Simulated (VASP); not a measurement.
Write the native input for VASP 6.6.1 that does the following.

* Task: single point
* Functional: PBE
* Potentials or basis: VASP PAW PBE potentials, release 64 (Ca_sv, O)
* Cutoff: 520 eV
* k mesh: 8 × 8 × 8
* Occupations: gaussian, width 0.05 eV
* Spin: no spin polarisation
* Dipole correction: no
* Further INCAR settings: ALGO = Normal; EDIFF = 1e-07; NBANDS = 15

The structure of CaO lies in POSCAR:

```
CaO
1.0
    0.0000000000      2.4857350000      2.4122650000
    2.4857350000      0.0000000000      2.4122650000
    2.4857350000      2.4857350000      0.0000000000
Ca O
1 1
Direct
    0.0000000000      0.0000000000      0.0000000000
    0.5000000000      0.5000000000      0.5000000000
```

This cell differs from its parent crystal: strain +0.015 along x and y, -0.015 along z.

These files were run (other wordings do the same):

INCAR

```
SYSTEM = CaO
ALGO = Normal
EDIFF = 1E-7
ENCUT = 520
GGA = PE
ISIF = 2
ISMEAR = 0
LASPH = .TRUE.
LCHARG = .FALSE.
LREAL = .FALSE.
LWAVE = .FALSE.
NBANDS = 15
NELM = 100
PREC = Accurate
SIGMA = 0.05
```

KPOINTS

```
k-points
0
G
  8 8 8
  0 0 0
```

Potentials or basis: VASP PAW PBE potentials, release 64 (Ca_sv, O).

Run with:

```console
$ cat potpaw_PBE.64/Ca_sv/POTCAR potpaw_PBE.64/O/POTCAR > POTCAR
$ mpirun -np 1 vasp_std > vasp.out
```

Results of the run:

```
Pressure               : -4.6 GPa
Band gap on the k mesh : 3.55 eV, indirect (least direct gap 4.02 eV)
```

Caveat: the cell differs from its parent crystal (strain +0.015 along x and y, -0.015 along z).

Wall time 16 s on 1 thread of Intel(R) Xeon(R) Platinum 8488C (Sapphire Rapids), with other jobs on the host, peak memory 0.17 GiB.
